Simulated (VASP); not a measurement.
Write the native input for VASP 6.6.1 that does the following.

- Task: single point
- Functional: r2SCAN0
- Potentials or basis: VASP PAW PBE potentials, release 64 (Ba_sv, Te)
- Cutoff: 520 eV
- k mesh: 4 × 4 × 4
- Occupations: gaussian, width 0.01 eV
- Spin: no spin polarisation
- Dipole correction: no
- Grid for exact exchange (PRECFOCK): Normal
- Further INCAR settings: ALGO = Normal; EDIFF = 1e-07; NBANDS = 15
- Share of exact exchange: 0.25

BaTe:

```
CELL_PARAMETERS angstrom
0.00000 3.53339 3.53339
3.53339 0.00000 3.53339
3.53339 3.53339 0.00000
ATOMIC_POSITIONS crystal
Ba 0.00000 0.00000 0.00000
Te 0.50000 0.50000 0.50000
```

These files were run (other wordings do the same):

POSCAR

```
BaTe
1.0
    0.0000000000      3.5333946272      3.5333946272
    3.5333946272      0.0000000000      3.5333946272
    3.5333946272      3.5333946272      0.0000000000
Ba Te
1 1
Direct
    0.0000000000      0.0000000000      0.0000000000
    0.5000000000      0.5000000000      0.5000000000
```

INCAR.step1

```
SYSTEM = BaTe
PREC = Accurate
ENCUT = 520
EDIFF = 1E-5
ISMEAR = 0
SIGMA = 0.01
LREAL = .FALSE.
LASPH = .TRUE.
NELM = 60
ALGO = Normal
ISIF = 2
LWAVE = .TRUE.
LCHARG = .FALSE.
NBANDS = 15
GGA = PE
```

INCAR.step2

```
SYSTEM = BaTe
PREC = Accurate
ENCUT = 520
EDIFF = 1E-7
ISMEAR = 0
SIGMA = 0.01
LREAL = .FALSE.
LASPH = .TRUE.
NELM = 60
ALGO = Normal
ISIF = 2
LWAVE = .FALSE.
LCHARG = .FALSE.
METAGGA = R2SCAN
LHFCALC = .TRUE.
AEXX = 0.25
LMIXTAU = .TRUE.
PRECFOCK = Normal
NBANDS = 15
ISTART = 1
```

KPOINTS

```
regular mesh
0
G
  4 4 4
  0 0 0
```

Potentials or basis: VASP PAW PBE potentials, release 64 (Ba_sv, Te).

The run is started by

```bash
$ cat potpaw_PBE.64/Ba_sv/POTCAR potpaw_PBE.64/Te/POTCAR > POTCAR
$ cp INCAR.step1 INCAR
$ mpirun -np 1 vasp_std > vasp.out
$ cp INCAR.step2 INCAR
$ mpirun -np 1 vasp_std > vasp.out
```

It gave:

```yaml
Pressure: -0.1 GPa
Band_gap_on_the_k_mesh: 3.20 eV (least direct gap 3.65 eV)
```

Caveat: the PAW data sets were made with another functional, which shifts forces and pressure a little; spin-orbit coupling is left out, which moves the levels of the heavy elements.

It took 6.8 min on 1 thread of AMD EPYC 9R14 (Zen 4), with other jobs on the host, peak memory 0.25 GiB.
